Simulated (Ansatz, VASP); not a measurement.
Al: VASP beside Ansatz

File INCAR:

```
PREC = Accurate
ENCUT = 520
EDIFF = 1E-6
ISMEAR = 0
SIGMA = 0.15
LREAL = False
LASPH = True
NELM = 100
ALGO = Fast
ISIF = 2
LWAVE = False
LCHARG = False
GGA = PS
NBANDS = 8
```

The input KPOINTS:

```
Automatic mesh
0
Gamma
  20 20 20
```

The input POSCAR:

```
Al
1.0
    0.0379496250      2.0239800000      2.0239800000
    2.0619296250      0.0000000000      2.0619296250
    2.0239800000      2.0239800000      0.0379496250
Al
1
Direct
    0.0000000000      0.0000000000      0.0000000000
```

Input for Ansatz:

```yaml
crystal:
  lattice:
    - [0.037949625, 2.02398, 2.02398]
    - [2.061929625, 0.0, 2.061929625]
    - [2.02398, 2.02398, 0.037949625]
  atoms:
    - { symbol: Al, position: [0.0, 0.0, 0.0] }
basis:
  ecutwfc: 420
kpoints:
  mp_grid: { grid: [20, 20, 20] }
hamiltonian:
  xc: pbesol
scf:
  occupations: { method: gaussian, width: 0.15 }
output:
  forces: true
  stress: true
  eigenvalues: true
```

Change from the starting cell: strain +0.0375 x Voigt [0, 0, 0, 0, 1, 0], atoms carried along.

Alike in both runs: task single point; functional PBEsol; k mesh 20 × 20 × 20; occupations gaussian, width 0.15 eV; no spin polarisation.

|  | VASP | Ansatz |
| --- | --- | --- |
| version | VASP 6.6.1 | Ansatz 0.2.0 |
| potentials or method | VASP PAW PBE potentials, release 64 (Al), cutoff 520 eV | scalar-relativistic, plane waves, PAW |
| valence electrons in the cell | 3 | 3 |

```csv
,VASP,Ansatz,Ansatz less VASP
gap on the k mesh at the Fermi level (eV),none,none,-
pressure (GPa),-1.7,-1.8,-0.05
"traceless stress, the component that is largest in VASP (GPa)",-1.20,-1.19,+0.011
```

VASP's potentials were made for PBE, not for PBEsol. A gap of «none» marks a metal or a gap that the smearing closes.
